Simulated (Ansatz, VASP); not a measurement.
## Si3N4: VASP beside Ansatz

```
Si N
1.0
    -3.23735    3.23735    3.14023
     3.23735   -3.23735    3.14023
     3.23735    3.23735   -3.14023
Si N
6 8
Direct
  0.25000 0.12365 0.87365
  0.87635 0.25000 0.12635
  0.75000 0.37635 0.62635
  0.62365 0.75000 0.37365
  0.12500 0.87500 0.25000
  0.37500 0.62500 0.75000
  0.55948 0.55764 0.56031
  0.44236 0.50266 0.00183
  0.49734 0.99917 0.93969
  0.00083 0.44052 0.49817
  0.94052 0.50083 0.99817
  0.05764 0.05948 0.06031
  0.00266 0.94236 0.50183
  0.49917 0.99734 0.43969
```

Change from the starting cell: z stretched by -3 %, ions relaxed.

Alike in both runs: functional PBE; k mesh 6 × 6 × 6; occupations fermi-dirac, width 0.02 eV; no spin polarisation.

Ansatz relaxed the structure, and its values are those at the end. VASP's run is a single point on that final structure, the one shown.

|  | VASP | Ansatz |
| --- | --- | --- |
| version | VASP 6.6.1 | Ansatz 0.2.0 |
| potentials or method | VASP PAW PBE potentials, release 64 (Si, N) | plane-wave PAW, scalar-relativistic |
| plane-wave cutoff (eV) | 520 | 420 |
| valence electrons in the cell | 64 | 64 |

```tsv
	VASP	Ansatz	Ansatz less VASP
gap on the k mesh at the Fermi level (eV)	4.07	4.08	+0.010
pressure (GPa)	9.7	10.0	+0.30
rms of the force components (eV/Å)	0.008	0.007	-0.0008
```

Ansatz's warnings: stress scf threshold loose.
